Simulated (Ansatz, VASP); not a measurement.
## WC: VASP beside Ansatz

The input INCAR:

```
PREC = Accurate ; ENCUT = 600
EDIFF = 1E-6 ; ISMEAR = 0
SIGMA = 0.1 ; LREAL = False
LASPH = True ; NELM = 100
ALGO = Normal ; ISIF = 3
LWAVE = False ; LCHARG = False
GGA = PE ; IBRION = 2
NSW = 90 ; EDIFFG = -0.04
```

Contents of KPOINTS:

```
Automatic mesh
0
Gamma
  6 6 6
```

The input POSCAR:

```
WC
1.0
    0.0000000000      2.3021091000      2.3021091000
    2.3021091000      0.0000000000      2.3021091000
    2.3021091000      2.3021091000      0.0000000000
W C
1 1
Direct
    0.0000000000      0.0000000000      0.0000000000
    0.7500000000      0.7500000000      0.7500000000
```

Input for Ansatz:

```yaml
crystal:
  lattice:
    - [0.0, 2.3021091, 2.3021091]
    - [2.3021091, 0.0, 2.3021091]
    - [2.3021091, 2.3021091, 0.0]
  atoms:
    - { symbol: W, position: [0.0, 0.0, 0.0] }
    - { symbol: C, position: [0.75, 0.75, 0.75] }
basis:
  ecutwfc: 420
kpoints:
  mp_grid: { grid: [6, 6, 6] }
hamiltonian:
  xc: pbe
scf:
  occupations: { method: gaussian, width: 0.1 }
  lower_state_search: "off"
output:
  forces: true
  stress: true
  eigenvalues: true
relax:
  adjacent_minimum: "off"
  f_tol: 0.04
  max_steps: 70
  cell: { stress_tol: 0.4 }
```

Change from the starting cell: species swapped into the GaN type (F-43m, No. 216).

Alike in both runs: task relaxation of cell and atoms; functional PBE; k mesh 6 × 6 × 6; occupations gaussian, width 0.1 eV; no spin polarisation.

|  | VASP | Ansatz |
| --- | --- | --- |
| version | VASP 6.6.1 | Ansatz 0.2.0 |
| potentials or method | VASP PAW PBE potentials, release 64 (W_sv, C), cutoff 600 eV | scalar-relativistic, plane waves, PAW |
| valence electrons in the cell | 18 | 18 |

```csv
,VASP,Ansatz,Ansatz less VASP
"gap on the k mesh at the Fermi level, each at its own relaxed structure (eV)",none,none,-
relaxed volume (Å³/atom),13.01,12.98,-0.032
relaxed length of the cell vector where the two differ most in proportion (Å),3.326,3.323,-0.0028
```

A gap of «none» marks a metal or a gap that the smearing closes.

The k mesh is coarse, so the values compare programs but aren't converged. Spin-orbit coupling is off throughout.
